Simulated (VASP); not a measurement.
Runs of VASP 6.6.1 on In. The structure is that of space group Im-3m (No. 229), or close to it. The cells are those of the table. 

| cell | k mesh | gap on the mesh (eV) | pressure (GPa) |
| --- | --- | --- | --- |
| a = 3.299 Å, angles 109.5°, 1 atom | 13 × 13 × 13 | none | (a) |
| a = 3.344 Å, angles 109.5°, 1 atom | 13 × 13 × 13 | none | -0.1 |
| a = 3.431 Å, angles 109.5°, 1 atom | 13 × 13 × 13 | none | -2.0 |
| a = 3.344 Å, angles 109.5°, 1 atom | 12 × 12 × 12 | none | -0.1 |
| a = 3.388 Å, angles 109.5°, 1 atom | 13 × 13 × 13 | none | -1.2 |

Alike in all rows: task single point; level revPBE; potentials or basis VASP PAW PBE potentials, release 64 (In_d); no spin polarisation; cutoff (eV) 520; smearing fermi-dirac 0.1 eV.

Question: Fill in the values left out.

Answer: (a) 1.2.

Caveats: the PAW data sets were made with another functional, which shifts forces and pressure a little; spin-orbit coupling is left out, which moves the levels of the heavy elements.

A k mesh can miss the band edges, and the runs leave out spin-orbit coupling on In.

A gap of «none» marks levels without a gap at the run's occupations.
